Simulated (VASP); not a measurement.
# Si2W (I4/mmm) in VASP: a series of runs, part 2 of 2

VASP 6.6.1. The steps go on from the part before.

**3. Electric field gradients, PBEsol (shortest bond scaled by 0.88)**

Input file INCAR:

```
SYSTEM = Si2W
PREC = Accurate
ENCUT = 520
EDIFF = 1E-8
ISMEAR = -1
SIGMA = 0.05
LREAL = .FALSE.
LASPH = .TRUE.
NELM = 100
ALGO = Normal
ISIF = 2
LWAVE = .FALSE.
LCHARG = .FALSE.
GGA = PS
LEFG = .TRUE.
NBANDS = 18
```

Input file KPOINTS:

```
Automatic mesh
0
G
  13 13 13
  0 0 0
```

Input file POSCAR:

```
Si2W
1.0
   -1.6069000000      1.6069000000      3.9149500000
    1.6069000000     -1.6069000000      3.9149500000
    1.6069000000      1.6069000000     -3.9149500000
Si W
2 1
Direct
    0.3545360000      0.3545360000      0.0000000000
    0.6454640000      0.6454640000      0.0000000000
    0.0000000000      0.0000000000      0.0000000000
```

Potentials or basis: VASP PAW PBE potentials, release 64 (Si, W_sv).

Command:

```console
cat potpaw_PBE.64/Si/POTCAR potpaw_PBE.64/W_sv/POTCAR > POTCAR
mpirun -np 1 vasp_std > vasp.out
```

OUTCAR:

```text
SYSTEM = Si2W
   PREC = Accurate
   ENCUT = 520
   EDIFF = 1E-8
   ISMEAR = -1
   LREAL = .FALSE.
   LASPH = .TRUE.
   NELM = 100
   ISIF = 2
   GGA = PS

 ion  position               nearest neighbor table
   1  0.355  0.355  0.000-   2 2.28   3 2.54   3 2.54   3 2.54   3 2.54   3 2.78   2 2.80   2 2.80
                             2 2.80   2 2.80
   2  0.645  0.645  0.000-   1 2.28   3 2.54   3 2.54   3 2.54   3 2.54   3 2.78   1 2.80   1 2.80
                             1 2.80   1 2.80
   3  0.000  0.000  0.000-   2 2.54   2 2.54   2 2.54   1 2.54   1 2.54   1 2.54   2 2.54   1 2.54
                             1 2.78   2 2.78

  LATTYP: Found a body centered tetragonal cell.
 ALAT       =     3.2138000000
 C/A-ratio  =     2.4363370465

  Lattice vectors:

 A1 = (  -1.6069000000,   1.6069000000,   3.9149500000)
 A2 = (   1.6069000000,  -1.6069000000,   3.9149500000)
 A3 = (   1.6069000000,   1.6069000000,  -3.9149500000)

Analysis of symmetry for initial positions (statically):
=====================================================================
 Subroutine PRICEL returns:
 Original cell was already a primitive cell.

 Routine SETGRP: Setting up the symmetry group for a
 body centered tetragonal supercell.

 Subroutine GETGRP returns: Found 16 space group operations
 (whereof 16 operations were pure point group operations)
 out of a pool of 16 trial point group operations.

The static configuration has the point symmetry D_4h.

Analysis of symmetry for dynamics (positions and initial velocities):
=====================================================================
 Subroutine PRICEL returns:
[... 656 lines left out ...]
      6       2.7434      2.00000
[... 10 lines left out ...]
     17      19.4070      0.00000
     18      20.6548      0.00000

 [... further k-points ...]

------------------------ aborting loop because EDIFF is reached ----------------------------------------

  FORCE on cell =-STRESS in cart. coord.  units (eV):
  Direction    XX          YY          ZZ          XY          YZ          ZX
  --------------------------------------------------------------------------------------
  -------------------------------------------------------------------------------------
  Total        0.8672462      0.8672462      3.5074270      0.0000000      0.0000000      0.0000000
  in kB       34.3628429     34.3628429    138.9745628      0.0000000      0.0000000      0.0000000
  external PRESSURE =      69.2334162 kB  Pullay stress =       0.0000000 kB

 VOLUME and BASIS-vectors are now :
 -----------------------------------------------------------------------------
  energy-cutoff  :      520.00
  volume of cell :       40.44
      direct lattice vectors                 reciprocal lattice vectors
    -1.606900000  1.606900000  3.914950000     0.000000000  0.311158131  0.127715552
     1.606900000 -1.606900000  3.914950000     0.311158131  0.000000000  0.127715552
     1.606900000  1.606900000 -3.914950000     0.311158131  0.311158131  0.000000000

 POSITION                                       TOTAL-FORCE (eV/Angst)
 -----------------------------------------------------------------------------------
      0.00000      0.00000      2.77598         0.000000      0.000000     -4.037108
      0.00000      0.00000      5.05392        -0.000000     -0.000000      4.037108
      0.00000      0.00000      0.00000        -0.000000     -0.000000      0.000000
 -----------------------------------------------------------------------------------
    total drift:                               -0.000000     -0.000000      0.000000

  FREE ENERGIE OF THE ION-ELECTRON SYSTEM (eV)
  ---------------------------------------------------
  free  energy   TOTEN  =       -26.0650369240 eV

  energy  without entropy=      -26.0635262012  energy(sigma->0) =      -26.06428156

 Electric field gradients (V/A^2)
---------------------------------------------------------------------
 ion       V_xx      V_yy      V_zz      V_xy      V_xz      V_yz
---------------------------------------------------------------------
   1       1.224     1.224    -2.448    -0.000    -0.000    -0.000
   2       1.224     1.224    -2.448    -0.000    -0.000    -0.000
   3      70.346    70.346  -140.692     0.000    -0.000    -0.000
---------------------------------------------------------------------

 Electric field gradients after diagonalization (V/A^2)
 (convention: |V_zz| > |V_xx| > |V_yy|)
----------------------------------------------------------------------
 ion       V_xx      V_yy      V_zz     asymmetry (V_yy - V_xx)/ V_zz
----------------------------------------------------------------------
   1       1.224     1.224    -2.448       0.000
   2       1.224     1.224    -2.448       0.000
   3      70.346    70.346  -140.692       0.000
----------------------------------------------------------------------

           NMR quadrupolar parameters

 Cq : quadrupolar parameter    Cq=e*Q*V_zz/h
 eta: asymmetry parameters     (V_yy - V_xx)/ V_zz
 Q  : nuclear electric quadrupole moment in mb (millibarn)
----------------------------------------------------------------------
 ion       Cq(MHz)       eta       Q (mb)
----------------------------------------------------------------------
   1      -0.006       0.000       1.000
   2      -0.006       0.000       1.000
   3      -0.340       0.000       1.000
----------------------------------------------------------------------
```

Run time: 2.6 min. Hardware: 1 thread of Intel Xeon Platinum 8259CL at 2.50GHz (Skylake/Cascade Lake), shared host; peak memory 0.3 GiB.

Results:

```yaml
Free_energy: -26.0650 eV
Pressure: 6.9 GPa
Largest_force: 4.037 eV/Å
Band_gap_on_the_k_mesh: zero (band 11 reaches 11.94 eV, above the bottom of band 12 at 11.42 eV)
```

Forces on the atoms (eV/Å):
```
Si   0.000  0.000 -4.037
Si   0.000  0.000  4.037
W    0.000  0.000  0.000
```

Electric field gradients, principal values (V/Å²):
| atom | least | middle | greatest (by size) |
| --- | --- | --- | --- |
| 1 Si | 1.224 | 1.224 | -2.448 |
| 2 Si | 1.224 | 1.224 | -2.448 |
| 3 W | 70.346 | 70.346 | -140.692 |

Caveat: the cell differs from its parent crystal (shortest bond scaled by 0.88); without QUAD_EFG the Cq values of the log hold for a quadrupole moment of 1 mb, not for the nuclei; the PAW data sets were made with another functional, which shifts forces and pressure a little; spin-orbit coupling is left out, which moves the levels of the heavy elements.

**4. Electric field gradients, PBEsol (shortest bond scaled by 0.7)**

Input file INCAR:

```
SYSTEM = Si2W
ALGO     = Normal         ! electronic algorithm
EDIFF    = 1E-8           ! SCF threshold, eV
ENCUT    = 520            ! plane-wave cutoff, eV
GGA      = PS             ! functional
ISIF     = 2              ! what is computed and relaxed
ISMEAR   = -1             ! smearing method
LASPH    = .True.         ! aspherical terms in the spheres
LCHARG   = .False.        ! write CHGCAR
LEFG     = .True.       
LREAL    = .False.        ! projectors in reciprocal space
LWAVE    = .False.        ! write WAVECAR
NBANDS   = 18             ! bands
NELM     = 60             ! most SCF steps
PREC     = Accurate       ! precision mode
SIGMA    = 0.05           ! smearing width, eV
```

Input file KPOINTS:

```
k-points
0
Gamma
  13 13 13
  0 0 0
```

Input file POSCAR:

```
Si2W
1.0
   -1.6069000000      1.6069000000      3.9149500000
    1.6069000000     -1.6069000000      3.9149500000
    1.6069000000      1.6069000000     -3.9149500000
Si W
2 1
Direct
    0.3842900000      0.3842900000      0.0000000000
    0.6157100000      0.6157100000      0.0000000000
    0.0000000000      0.0000000000      0.0000000000
```

Potentials or basis: VASP PAW PBE potentials, release 64 (Si, W_sv).

Command:

```console
cat potpaw_PBE.64/Si/POTCAR potpaw_PBE.64/W_sv/POTCAR > POTCAR
mpirun -np 1 vasp_std > vasp.out
```

OUTCAR:

```text
SYSTEM = Si2W
   EDIFF = 1E-8
   ENCUT = 520
   GGA = PS
   ISIF = 2
   ISMEAR = -1
   LASPH = .True.
   LREAL = .False.
   NELM = 60
   PREC = Accurate

 ion  position               nearest neighbor table
   1  0.384  0.384  0.000-   2 1.81   3 2.45   3 2.45   3 2.45   3 2.45   3 3.01   2 3.10   2 3.10
                             2 3.10   2 3.10
   2  0.616  0.616  0.000-   1 1.81   3 2.45   3 2.45   3 2.45   3 2.45   3 3.01   1 3.10   1 3.10
                             1 3.10   1 3.10
   3  0.000  0.000  0.000-   2 2.45   2 2.45   2 2.45   1 2.45   2 2.45   1 2.45   1 2.45   1 2.45
                             1 3.01   2 3.01

  LATTYP: Found a body centered tetragonal cell.
 ALAT       =     3.2138000000
 C/A-ratio  =     2.4363370465

  Lattice vectors:

 A1 = (  -1.6069000000,   1.6069000000,   3.9149500000)
[... 707 lines left out ...]
    -1.606900000  1.606900000  3.914950000     0.000000000  0.311158131  0.127715552
     1.606900000 -1.606900000  3.914950000     0.311158131  0.000000000  0.127715552
     1.606900000  1.606900000 -3.914950000     0.311158131  0.311158131  0.000000000

 POSITION                                       TOTAL-FORCE (eV/Angst)
 -----------------------------------------------------------------------------------
      0.00000      0.00000      3.00895         0.000000      0.000000    -18.164456
      0.00000      0.00000      4.82095        -0.000000     -0.000000     18.164456
      0.00000      0.00000      0.00000        -0.000000     -0.000000      0.000000
 -----------------------------------------------------------------------------------
    total drift:                               -0.000000      0.000000     -0.000000

  FREE ENERGIE OF THE ION-ELECTRON SYSTEM (eV)
  ---------------------------------------------------
  free  energy   TOTEN  =       -21.4730239930 eV

  energy  without entropy=      -21.4577736786  energy(sigma->0) =      -21.46539884

 Electric field gradients (V/A^2)
---------------------------------------------------------------------
 ion       V_xx      V_yy      V_zz      V_xy      V_xz      V_yz
---------------------------------------------------------------------
   1       8.251     8.251   -16.503    -0.000    -0.000    -0.000
   2       8.251     8.251   -16.503    -0.000    -0.000    -0.000
   3      30.236    30.236   -60.471     0.000    -0.000    -0.000
---------------------------------------------------------------------

 Electric field gradients after diagonalization (V/A^2)
 (convention: |V_zz| > |V_xx| > |V_yy|)
----------------------------------------------------------------------
 ion       V_xx      V_yy      V_zz     asymmetry (V_yy - V_xx)/ V_zz
----------------------------------------------------------------------
   1       8.252     8.251   -16.503       0.000
   2       8.252     8.251   -16.503       0.000
   3      30.236    30.236   -60.471       0.000
----------------------------------------------------------------------

           NMR quadrupolar parameters

 Cq : quadrupolar parameter    Cq=e*Q*V_zz/h
 eta: asymmetry parameters     (V_yy - V_xx)/ V_zz
 Q  : nuclear electric quadrupole moment in mb (millibarn)
----------------------------------------------------------------------
 ion       Cq(MHz)       eta       Q (mb)
----------------------------------------------------------------------
   1      -0.040       0.000       1.000
   2      -0.040       0.000       1.000
   3      -0.146       0.000       1.000
----------------------------------------------------------------------
```

OSZICAR:

```text
N       E                     dE             d eps       ncg     rms          rms(c)
DAV:   1     0.139395187168E+03    0.13940E+03   -0.10943E+04  7056   0.124E+03
DAV:   2    -0.183557664576E+02   -0.15775E+03   -0.15396E+03  8176   0.325E+02
DAV:   3    -0.231131526671E+02   -0.47574E+01   -0.46809E+01  8596   0.522E+01
DAV:   4    -0.231613153449E+02   -0.48163E-01   -0.48052E-01  8456   0.552E+00
DAV:   5    -0.231618685537E+02   -0.55321E-03   -0.55315E-03  8432   0.624E-01    0.313E+01
DAV:   6    -0.216344692826E+02    0.15274E+01   -0.62496E+00  7912   0.161E+01    0.113E+01
DAV:   7    -0.215045713270E+02    0.12990E+00   -0.61835E-01  7830   0.448E+00    0.643E+00
DAV:   8    -0.214752315941E+02    0.29340E-01   -0.70075E-02  8122   0.199E+00    0.816E-01
DAV:   9    -0.214731344098E+02    0.20972E-02   -0.47778E-03  7970   0.460E-01    0.276E-01
DAV:  10    -0.214730271187E+02    0.10729E-03   -0.53122E-04  8218   0.143E-01    0.106E-01
DAV:  11    -0.214730247462E+02    0.23724E-05   -0.51528E-05  8020   0.439E-02    0.200E-02
DAV:  12    -0.214730244269E+02    0.31934E-06   -0.42530E-06  7744   0.123E-02    0.947E-03
DAV:  13    -0.214730240390E+02    0.38791E-06   -0.54290E-07  8174   0.479E-03    0.996E-04
DAV:  14    -0.214730240140E+02    0.24991E-07   -0.48214E-08  7690   0.135E-03    0.571E-04
DAV:  15    -0.214730240025E+02    0.11437E-07   -0.27142E-09  4148   0.394E-04    0.105E-04
DAV:  16    -0.214730239930E+02    0.94929E-08   -0.49889E-10  3982   0.151E-04
   1 F= -.21473024E+02 E0= -.21465399E+02  d E =-.152503E-01
```

Wall time 2.8 min (1 thread of Intel Xeon Platinum 8259CL at 2.50GHz (Skylake/Cascade Lake), shared host); peak memory 0.29 GiB.

What came out:

* Free energy: -21.4730 eV
* Pressure: 48.6 GPa
* Largest force: 18.164 eV/Å
* Band gap on the k mesh: zero (band 11 reaches 11.95 eV, above the bottom of band 12 at 10.70 eV)

Forces on the atoms (eV/Å):
```
Si    0.000   0.000 -18.164
Si    0.000   0.000  18.164
W     0.000   0.000   0.000
```

Electric field gradients, principal values (V/Å²):
```
atom   least  middle  greatest (by size)
1 Si   8.251   8.252             -16.503
2 Si   8.251   8.252             -16.503
 3 W  30.236  30.236             -60.471
```

Caveat: the cell differs from its parent crystal (shortest bond scaled by 0.7); without QUAD_EFG the Cq values of the log hold for a quadrupole moment of 1 mb, not for the nuclei; the PAW data sets were made with another functional, which shifts forces and pressure a little; spin-orbit coupling is left out, which moves the levels of the heavy elements.
